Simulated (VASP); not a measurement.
Crystal: Mo.

```
Mo
1.0
     2.72524    0.00000    0.00000
    -0.90841    2.56938    0.00000
    -0.90841   -1.28469    2.22515
Mo
1
Direct
  0.00000 0.00000 0.00000
```

```yaml
Program: VASP 6.6.1
Task: relaxation of cell and atoms
Functional: PBE
Potentials_or_basis: VASP PAW PBE potentials, release 64 (Mo_sv)
Cutoff: 500 eV
k_mesh: 12 × 12 × 12
Occupations: methfessel-paxton, width 0.15 eV
Spin: no spin polarisation
```

At the start: pressure 3.9 GPa; volume 15.58 Å³/atom.

**Question.** Where does the relaxation end?

**Answer.** Over 3 steps the energy falls by 2.8 meV/atom and the volume is 15.81 Å³/atom (+1.5 %); space group Im-3m (No. 229, to 0.05 Å).

The path:
```
step  energy change (eV)  largest force (eV/Å)  pressure (GPa)  volume (Å³)
   1              0.0000                0.0000            3.93        15.58
   2              0.0176                0.0000           -9.69        16.46
   3             -0.0028                0.0000           -0.05        15.81
```

Final structure:
```cif
data_structure
_symmetry_space_group_name_H-M 'P 1'
_symmetry_Int_Tables_number 1
_cell_length_a 2.7387
_cell_length_b 2.7387
_cell_length_c 2.7387
_cell_angle_alpha 109.471
_cell_angle_beta 109.471
_cell_angle_gamma 109.471
_cell_volume 15.81
loop_
_atom_site_label
_atom_site_type_symbol
_atom_site_fract_x
_atom_site_fract_y
_atom_site_fract_z
_atom_site_occupancy
Mo1 Mo 0.00000 0.00000 0.00000 1
```
